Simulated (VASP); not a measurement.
# Ni2SbTe (P-6m2) in VASP: a series of runs, part 2 of 2

VASP 6.6.1. Earlier steps stand in the parts before.

### 4 Single point, PBE, collinear spin, ferromagnetic start

File INCAR:

```
SYSTEM = Ni2SbTe
ALGO = Normal ; EDIFF = 1E-7
ENCUT = 520 ; GGA = PE
ISIF = 2 ; ISMEAR = -1
ISPIN = 2 ; LASPH = .TRUE.
LCHARG = .TRUE. ; LELF = .TRUE.
LMAXMIX = 4 ; LORBIT = 11
LREAL = .FALSE. ; LVHAR = .TRUE.
LWAVE = .FALSE. ; MAGMOM = 0 0 2 2
NBANDS = 28 ; NELM = 150
NUPDOWN = 4.0 ; PREC = Accurate
SIGMA = 0.05
```

File KPOINTS:

```
k-points
0
G
  7 7 5
  0 0 0
```

File POSCAR:

```
Ni2SbTe
1.0
    3.9656228857      0.0000000000      0.0000000000
   -1.9828114428      3.4343301608      0.0000000000
    0.0000000000      0.0000000000      5.2034824400
Te Sb Ni
1 1 2
Direct
    0.3333333333      0.6666666667      0.0000000000
    0.6666666667      0.3333333333      0.5000000000
    0.0000000000      0.0000000000      0.2531824000
    0.0000000000      0.0000000000      0.7468176000
```

Potentials or basis: VASP PAW PBE potentials, release 64 (Te, Sb, Ni).

Started as:

```sh
cat potpaw_PBE.64/Te/POTCAR potpaw_PBE.64/Sb/POTCAR potpaw_PBE.64/Ni/POTCAR > POTCAR
mpirun -np 1 vasp_std > vasp.out
```

OUTCAR:

```text
SYSTEM = Ni2SbTe
   EDIFF = 1E-7
   ENCUT = 520
   GGA = PE
   ISIF = 2
   ISMEAR = -1
   ISPIN = 2
   LASPH = .TRUE.
   LORBIT = 11
   LREAL = .FALSE.
   NELM = 150
   NUPDOWN = 4.0
   PREC = Accurate

 ion  position               nearest neighbor table
   1  0.333  0.667  0.000-   3 2.64   4 2.64   3 2.64   4 2.64   3 2.64   4 2.64   2 3.47   2 3.47
                             2 3.47   2 3.47   2 3.47   2 3.47
   2  0.667  0.333  0.500-   3 2.63   4 2.63   3 2.63   4 2.63   3 2.63   4 2.63   1 3.47   1 3.47
                             1 3.47   1 3.47   1 3.47   1 3.47
   3  0.000  0.000  0.253-   4 2.57   2 2.63   2 2.63   2 2.63   4 2.63   1 2.64   1 2.64   1 2.64

   4  0.000  0.000  0.747-   3 2.57   2 2.63   2 2.63   2 2.63   3 2.63   1 2.64   1 2.64   1 2.64

  LATTYP: Found a hexagonal cell.
 ALAT       =     3.9656228857
 C/A-ratio  =     1.3121475718

  Lattice vectors:

 A1 = (   3.9656228857,   0.0000000000,   0.0000000000)
 A2 = (  -1.9828114428,   3.4343301608,   0.0000000000)
 A3 = (   0.0000000000,   0.0000000000,   5.2034824400)

Analysis of symmetry for initial positions (statically):
=====================================================================
 Subroutine PRICEL returns:
 Original cell was already a primitive cell.

 Routine SETGRP: Setting up the symmetry group for a
 hexagonal supercell.

 Subroutine GETGRP returns: Found 12 space group operations
 (whereof 12 operations were pure point group operations)
 out of a pool of 24 trial point group operations.

The static configuration has the point symmetry D_3h.

Analysis of symmetry for dynamics (positions and initial velocities):
=====================================================================
 Subroutine PRICEL returns:
 Original cell was already a primitive cell.

 Routine SETGRP: Setting up the symmetry group for a
 hexagonal supercell.

 Subroutine GETGRP returns: Found 12 space group operations
 (whereof 12 operations were pure point group operations)
 out of a pool of 24 trial point group operations.

The dynamic configuration has the point symmetry D_3h.

Analysis of structural, dynamic, and magnetic symmetry:
=====================================================================
 Subroutine PRICEL returns:
 Original cell was already a primitive cell.

 Routine SETGRP: Setting up the symmetry group for a
 hexagonal supercell.

 Subroutine GETGRP returns: Found 12 space group operations
 (whereof 12 operations were pure point group operations)
 out of a pool of 24 trial point group operations.

The overall configuration has the point symmetry D_3h.

 Subroutine INISYM returns: Found 12 space group operations
 (whereof 12 operations are pure point group operations),
 and found     1 'primitive' translations

----------------------------------------------------------------------------------------

                                     Primitive cell

  volume of cell :      70.8676

  direct lattice vectors                    reciprocal lattice vectors
     3.965622886  0.000000000  0.000000000     0.252167195  0.145588798  0.000000000
    -1.982811443  3.434330161  0.000000000     0.000000000  0.291177596  0.000000000
     0.000000000  0.000000000  5.203482440     0.000000000  0.000000000  0.192178990

  length of vectors
     3.965622886  3.965622886  5.203482440     0.291177596  0.291177596  0.192178990

  position of ions in fractional coordinates (direct lattice)
     0.333333333  0.666666667  0.000000000
     0.666666667  0.333333333  0.500000000
[... 83 lines left out ...]
   NSW    =      0    number of steps for IOM
   IBRION =     -1    ionic relax: 0-MD 1-quasi-New 2-CG
   NFREE  =      0    steps in history (QN), initial steepest desc. (CG)
   ISIF   =      2    stress and relaxation
   ISYM   =      2    0-nonsym 1-usesym 2-fastsym
   POTIM  = 0.5000    time-step for ionic-motion
   TEBEG  =    0.0;   TEEND  =   0.0 temperature during run
   PSTRESS=    0.0 pullay stress
   NELECT =      31.0000    total number of electrons
   NUPDOWN=       4.0000    fix difference up-down
   EMIN   =  10.00;   EMAX   =-10.00  energy-range for DOS
   EFERMI =   0.00;   METHOD = LEGACY
   ISMEAR =    -1;   SIGMA  =   0.05  broadening in eV -4-tet -1-fermi 0-gaus
   EFERMI_NEDOS =   21; number of points for ismear=-14 and -15
   IALGO  =     38    algorithm
   IMIX   =      4    mixing-type and parameters
     AMIX     =   0.40;   BMIX     =  1.00
     AMIX_MAG =   1.60;   BMIX_MAG =  1.00
  volume/ion in A,a.u.               =      17.72       119.56
  Fermi-wavevector in a.u.,A,eV,Ry     =   1.242738  2.348434 21.012804  1.544398
  Thomas-Fermi vector in A             =   2.377079
   LORBIT       =     11    0 simple, 1 ext, 2 COOP (PROOUT), +10 PAW based schemes
   GGA     = PE    functional components
   LHFCALC =     F    Hartree Fock is set to
   AEXX    =    0.0000 exact exchange contribution
   IVDW    =     0    specifies the selected vdW correction
   LEPSILON=     F    determine dielectric tensor
   LRPA    =     F    only Hartree local field effects (RPA)
 spin polarized calculation
  energy-cutoff  :      520.00
  volume of cell :       70.87
 maximum number of plane-waves:      1934
 NGX is ok and might be reduce to    30
   NGX = 15   NGY = 15   NGZ = 19

 number of electron      31.0000014 magnetization       4.0000002

 Free energy of the ion-electron system (eV)
  ---------------------------------------------------
  ext. energy  EPLUGINS =         0.00000000
  ---------------------------------------------------
  free energy    TOTEN  =       -16.39466432 eV

  energy without entropy =      -16.36555733  energy(sigma->0) =      -16.38011083

 E-fermi :   8.5558     XC(G=0): -11.3854

 val. band max:       11.4329574078   @ k =   0.1429   0.1429   0.4000
 cond. band min:       8.5645227405   @ k =   0.2857   0.0000   0.4000
 fundamental gap:     -2.8684346673
 Fermi energy:        11.4528363510

 spin component 1

 k-point     1 :       0.0000    0.0000    0.0000
  band No.  band energies     occupation
      1      -4.1949      1.00000
      2       0.2404      1.00000
      3       2.9230      1.00000
      4       4.8640      1.00000
      5       4.8640      1.00000
      6       5.6168      1.00000
[... 709 lines left out ...]
     26      19.1828      0.00000
     27      19.8983      0.00000
 Fermi energy:         8.5557876824

 spin component 2

 k-point     1 :       0.0000    0.0000    0.0000
  band No.  band energies     occupation
      1      -3.6836      1.00000
      2       0.7794      1.00000
      3       3.5554      1.00000
      4       5.8401      1.00000
      5       5.8401      1.00000
      6       6.6011      1.00000
[... 709 lines left out ...]
     26      19.7229      0.00000
     27      20.4004      0.00000
 [bands above 27 left out]

------------------------ aborting loop because EDIFF is reached ----------------------------------------

  FORCE on cell =-STRESS in cart. coord.  units (eV):
  Direction    XX          YY          ZZ          XY          YZ          ZX
  --------------------------------------------------------------------------------------
  -------------------------------------------------------------------------------------
  Total        5.9132880      5.9132880      5.7255896      0.0000000      0.0000000     -0.0000000
  in kB      133.6878875    133.6878875    129.4443939      0.0000000      0.0000000     -0.0000000
  external PRESSURE =     132.2733896 kB  Pullay stress =       0.0000000 kB

 VOLUME and BASIS-vectors are now :
 -----------------------------------------------------------------------------
  energy-cutoff  :      520.00
  volume of cell :       70.87
      direct lattice vectors                 reciprocal lattice vectors
     3.965622886  0.000000000  0.000000000     0.252167195  0.145588798  0.000000000
    -1.982811443  3.434330161  0.000000000     0.000000000  0.291177596  0.000000000
     0.000000000  0.000000000  5.203482440     0.000000000  0.000000000  0.192178990

 POSITION                                       TOTAL-FORCE (eV/Angst)
 -----------------------------------------------------------------------------------
     -0.00000      2.28955      0.00000         0.000000     -0.000000      0.000000
      1.98281      1.14478      2.60174        -0.000000      0.000000      0.000000
      0.00000      0.00000      1.31743        -0.000000      0.000000     -0.000657
      0.00000      0.00000      3.88605        -0.000000     -0.000000      0.000657
 -----------------------------------------------------------------------------------
    total drift:                                0.000000     -0.000000      0.000000

  FREE ENERGIE OF THE ION-ELECTRON SYSTEM (eV)
  ---------------------------------------------------
  free  energy   TOTEN  =       -16.3946643249 eV

  energy  without entropy=      -16.3655573297  energy(sigma->0) =      -16.38011083

 total charge

# of ion       s       p       d       tot
------------------------------------------
    1        1.376   1.934   0.100   3.410
    2        1.145   1.291   0.064   2.499
    3        0.442   0.469   8.338   9.249
    4        0.442   0.469   8.338   9.249
--------------------------------------------------
tot          3.405   4.162  16.839  24.406

 magnetization (x)

# of ion       s       p       d       tot
------------------------------------------
    1        0.072   0.360   0.023   0.455
    2        0.081   0.354   0.013   0.448
    3        0.032   0.086   1.049   1.166
    4        0.032   0.086   1.049   1.166
--------------------------------------------------
tot          0.217   0.885   2.134   3.236
```

OSZICAR:

```text
N       E                     dE             d eps       ncg     rms          rms(c)
DAV:   1     0.185847126907E+03    0.18585E+03   -0.12500E+04  2688   0.115E+03
DAV:   2    -0.527246417284E+01   -0.19112E+03   -0.18035E+03  2736   0.260E+02
DAV:   3    -0.182818057955E+02   -0.13009E+02   -0.12602E+02  3224   0.761E+01
DAV:   4    -0.185786318972E+02   -0.29683E+00   -0.29620E+00  3192   0.107E+01
DAV:   5    -0.185871318446E+02   -0.84999E-02   -0.84995E-02  3412   0.191E+00    0.202E+01
DAV:   6    -0.220923157558E+02   -0.35052E+01   -0.32347E+01  3220   0.100E+02    0.295E+01
DAV:   7    -0.164110130825E+02    0.56813E+01   -0.16918E+01  3312   0.638E+01    0.613E+00
DAV:   8    -0.164371841128E+02   -0.26171E-01   -0.11869E+00  3712   0.116E+01    0.394E+00
DAV:   9    -0.163985611240E+02    0.38623E-01   -0.13375E-01  3752   0.469E+00    0.168E+00
DAV:  10    -0.163949758775E+02    0.35852E-02   -0.82678E-03  4100   0.101E+00    0.795E-01
DAV:  11    -0.163947990870E+02    0.17679E-03   -0.11404E-03  3200   0.186E-01    0.481E-01
DAV:  12    -0.163946497241E+02    0.14936E-03   -0.37981E-04  3780   0.178E-01    0.129E-01
DAV:  13    -0.163946613658E+02   -0.11642E-04   -0.85926E-05  3148   0.535E-02    0.351E-02
DAV:  14    -0.163946627331E+02   -0.13673E-05   -0.68907E-06  3536   0.416E-02    0.124E-02
DAV:  15    -0.163946633121E+02   -0.57901E-06   -0.30166E-06  3196   0.161E-02    0.113E-02
DAV:  16    -0.163946640622E+02   -0.75007E-06   -0.59700E-07  3200   0.737E-03    0.335E-03
DAV:  17    -0.163946642426E+02   -0.18047E-06   -0.51647E-08  2024   0.159E-03    0.124E-03
DAV:  18    -0.163946643249E+02   -0.82248E-07   -0.28854E-08  1920   0.137E-03
   1 F= -.16394664E+02 E0= -.16380111E+02  d E =-.291070E-01  mag=     4.0000
```

Run time: 48 s. Hardware: 1 thread of AMD EPYC 9R45 (Zen 5), shared host; peak memory 0.23 GiB.

What came out:

```yaml
Free_energy: -16.3947 eV
Pressure: 13.2 GPa
Net_moment: 4.00 μB per cell
Site_moments: Te +0.46; Sb +0.45; Ni +1.17 μB
Valence_electrons_inside_the_program's_atomic_spheres: Te 3.41; Sb 2.50; Ni 9.25
```

Caveat: the cell stands under pressure; spin-orbit coupling is left out, which moves the levels of the heavy elements; the total moment is fixed, so each spin has its own Fermi level and the state may be an excited one.

### 5 The runs side by side

| fixed moment (μB) | pressure (GPa) | moment (μB) | largest force (eV/Å) |
| --- | --- | --- | --- |
| 2.5 | 7.0 | 2.50 | 0.07 |
| 3.0 | 8.9 | 3.00 | 0.06 |
| 4.0 | 13.2 | 4.00 | - |

Alike in all rows: task single point; level PBE; potentials or basis VASP PAW PBE potentials, release 64 (Te, Sb, Ni); spin collinear, ferromagnetic start; cell as given; k mesh 7 × 7 × 5; cutoff (eV) 520; smearing fermi-dirac 0.05 eV.

Caveats: the cell stands under pressure; spin-orbit coupling is left out, which moves the levels of the heavy elements; the total moment is fixed, so each spin has its own Fermi level and the state may be an excited one.

Absolute energies hang on the potentials; compare differences alone.
